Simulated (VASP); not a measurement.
Co, 2 atoms in the cell. Symmetry: P6_3/mmc, No. 194, hexagonal system. Conventional cell: a = 2.431 Å, b = 2.431 Å, c = 3.809 Å, α = 90.00°, β = 90.00°, γ = 120.00°. Co (site symmetry -6m2) has 12 Co at 2.37 to 2.43 Å within 3.1 Å. 

| Quantity | Value |
| --- | --- |
| Program | VASP 6.6.1 |
| Task | single point |
| Functional | PBEsol |
| Potentials or basis | VASP PAW PBE potentials, release 64 (Co) |
| Cutoff | 520 eV |
| k mesh | 21 × 21 × 12 |
| Occupations | gaussian, width 0.15 eV |
| Spin | collinear spin, ferromagnetic start |
| Starting moments | [1.79, 1.79] μB |
| Dipole correction | no |
| Further INCAR settings | ALGO = Fast; EDIFF = 1e-06; NBANDS = 20 |

Potentials or basis: VASP PAW PBE potentials, release 64 (Co).

Run with:

```bash
$ cat potpaw_PBE.64/Co/POTCAR > POTCAR
$ mpirun -np 1 vasp_std > vasp.out
```

Hardware: 1 thread of Oxide Virtual Turin-like Processor, on a shared host.

Problem. How long does it take, and how much memory?

Solution. It took 4.5 min on 1 thread of Oxide Virtual Turin-like Processor, on a shared host, peak memory 0.24 GiB. Counts: scf iterations 14, k points 336.
